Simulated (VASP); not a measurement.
A run of VASP 6.6.1 is set up as follows.

The input INCAR:

```
SYSTEM = Na
  PREC = Accurate
  ENCUT = 520
  EDIFF = 1E-7
  ISMEAR = -1
  SIGMA = 0.1
  LREAL = .False.
  LASPH = .True.
  NELM = 60
  ALGO = Normal
  ISIF = 2
  LWAVE = .False.
  LCHARG = .False.
  GGA = RE
  NBANDS = 18
```

Contents of KPOINTS:

```
regular mesh
0
Gamma
  7 7 10
  0 0 0
```

Contents of POSCAR:

```
Na
1.0
    6.3765134353      0.0000000000      0.0000000000
   -3.1882567177      5.5222226226      0.0000000000
    0.0000000000      0.0000000000      3.7816202360
Na
3
Direct
    1.0000000000      1.0000000000      0.0000000000
    0.3333333333      0.6666666667      0.5000000000
    0.6666666667      0.3333333333      0.5000000000
```

Potentials or basis: VASP PAW PBE potentials, release 64 (Na_pv).

Run with:

```bash
$ cat potpaw_PBE.64/Na_pv/POTCAR > POTCAR
$ mpirun -np 1 vasp_std > vasp.out
```

(1) What does it give for the band gap on the k mesh?

(2) What does it give for the pressure?

## Answers

(1) zero (an odd number of electrons rules out a gap without spin polarisation).

(2) -0.6 GPa.

Caveat: the PAW data sets were made with another functional, which shifts forces and pressure a little.
